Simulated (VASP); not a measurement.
Crystal: Sr3NbZn.

```
Sr Nb Zn
1.0
     4.94669    0.00000    0.00000
     0.00000    4.94669    0.00000
     0.00000    0.00000    4.94669
Sr Nb Zn
3 1 1
Direct
  0.00000 0.50000 0.50000
  0.50000 0.00000 0.50000
  0.50000 0.50000 0.00000
  0.00000 0.00000 0.00000
  0.50000 0.50000 0.50000
```

* Program: VASP 6.6.1
* Task: relaxation of cell and atoms
* Functional: PBE
* Potentials or basis: VASP PAW PBE potentials, release 64 (Sr_sv, Nb_sv, Zn)
* Cutoff: 600 eV
* k mesh: 4 × 4 × 4
* Occupations: gaussian, width 0.1 eV
* Spin: no spin polarisation

At the start: pressure 26.5 GPa; volume 24.21 Å³/atom.

**Question.** Where does the relaxation end?

**Answer.** Over 5 steps the energy falls by 894.1 meV/atom and the volume is 39.91 Å³/atom (+64.9 %); space group Pm-3m (No. 221, to 0.1 Å) before and after.

The path:
| step | energy change (eV) | largest force (eV/Å) | pressure (GPa) | volume (Å³) |
| --- | --- | --- | --- | --- |
| 1 | 0.0000 | 0.0000 | 26.46 | 121.04 |
| 2 | -4.4308 | 0.0000 | -1.29 | 205.45 |
| 3 | -4.4539 | 0.0000 | 0.74 | 193.65 |
| 4 | -4.4685 | 0.0000 | 0.24 | 197.76 |
| 5 | -4.4706 | 0.0000 | 0.09 | 199.56 |

Final structure:
```
Sr Nb Zn
1.0
     5.84372    0.00000    0.00000
     0.00000    5.84372    0.00000
     0.00000    0.00000    5.84372
Sr Nb Zn
3 1 1
Direct
  0.00000 0.50000 0.50000
  0.50000 0.00000 0.50000
  0.50000 0.50000 0.00000
  0.00000 0.00000 0.00000
  0.50000 0.50000 0.50000
```

Caveat: the volume moved by over 15 % at a fixed basis, so the end points are rough.
